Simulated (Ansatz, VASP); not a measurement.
Al3BP4 in VASP and in Ansatz

```
Al B P
1.0
     3.44659    1.98989    2.82928
    -3.44659    1.98989    2.82928
     0.00000   -3.97978    2.82928
Al B P
3 1 4
Direct
  0.36581 0.63422 0.13889
  0.13889 0.36581 0.63422
  0.63422 0.13889 0.36581
  0.86715 0.86715 0.86715
  0.17095 0.17095 0.17095
  0.64482 0.34424 0.83392
  0.83392 0.64482 0.34424
  0.34424 0.83392 0.64482
```

Change from the starting cell: species swapped into the Fe3Si4Ir type (R3, No. 146).

Alike in both runs: task relaxation of cell and atoms; functional PBE; k mesh 3 × 3 × 3; occupations gaussian, width 0.2 eV; no spin polarisation.

```csv
,VASP,Ansatz
version,VASP 6.6.1,Ansatz 0.2.0
potentials or method,"VASP PAW PBE potentials, release 64 (Al, B, P), cutoff 500 eV","scalar-relativistic, plane waves, PAW"
valence electrons in the cell,32,32
```

|  | VASP | Ansatz | Ansatz less VASP |
| --- | --- | --- | --- |
| gap on the k mesh at the Fermi level, each at its own relaxed structure (eV) | none | none | - |
| relaxed volume (Å³/atom) | 16.32 | 16.37 | +0.050 |
| relaxed cell length with the largest relative difference (Å) | 5.073 | 5.078 | +0.0049 |

A gap of «none» marks a metal or a gap that the smearing closes.

The k mesh is coarse, so the values compare programs but aren't converged.
